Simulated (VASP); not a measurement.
Input of a VASP 6.6.1 run:

The input POSCAR:

```
CdTe
1.0
    0.0000000000      2.6205689721      2.6205689721
    2.6205689721      0.0000000000      2.6205689721
    2.6205689721      2.6205689721      0.0000000000
Cd Te
1 1
Direct
    0.0000000000      0.0000000000      0.0000000000
    0.5000000000      0.5000000000      0.5000000000
```

Contents of INCAR.step1:

```
  PREC = Accurate
  ENCUT = 520
  ISMEAR = -1
  SIGMA = 0.05
  LREAL = F
  LASPH = T
  NELM = 80
  NBANDS = 16
  GGA = PE
  ALGO = Normal
  EDIFF = 1E-4
  LWAVE = T
  LCHARG = F
```

File INCAR.step2:

```
  PREC = Accurate
  ENCUT = 520
  EDIFF = 1E-6
  ISMEAR = -1
  SIGMA = 0.05
  LREAL = F
  LASPH = T
  NELM = 80
  ALGO = Normal
  ISIF = 2
  LWAVE = F
  LCHARG = F
  METAGGA = R2SCAN
  LMIXTAU = T
  NBANDS = 16
  ISTART = 1
```

File KPOINTS:

```
Automatic mesh
0
Gamma
  13 13 13
```

Potentials or basis: VASP PAW PBE potentials, release 64 (Cd, Te).

Run with:

```bash
$ cat potpaw_PBE.64/Cd/POTCAR potpaw_PBE.64/Te/POTCAR > POTCAR
$ cp INCAR.step1 INCAR
$ mpirun -np 1 vasp_std > vasp.out
$ cp INCAR.step2 INCAR
$ mpirun -np 1 vasp_std > vasp.out
```

(1) Estimate the band gap on the k mesh.

(2) What does it give for the pressure?

## Answers

(1) zero (band 9 reaches 10.22 eV, above the bottom of band 10 at 8.59 eV).

(2) 70.5 GPa.

Caveat: the PAW data sets were made with another functional, which shifts forces and pressure a little; spin-orbit coupling is left out, which moves the levels of the heavy elements.
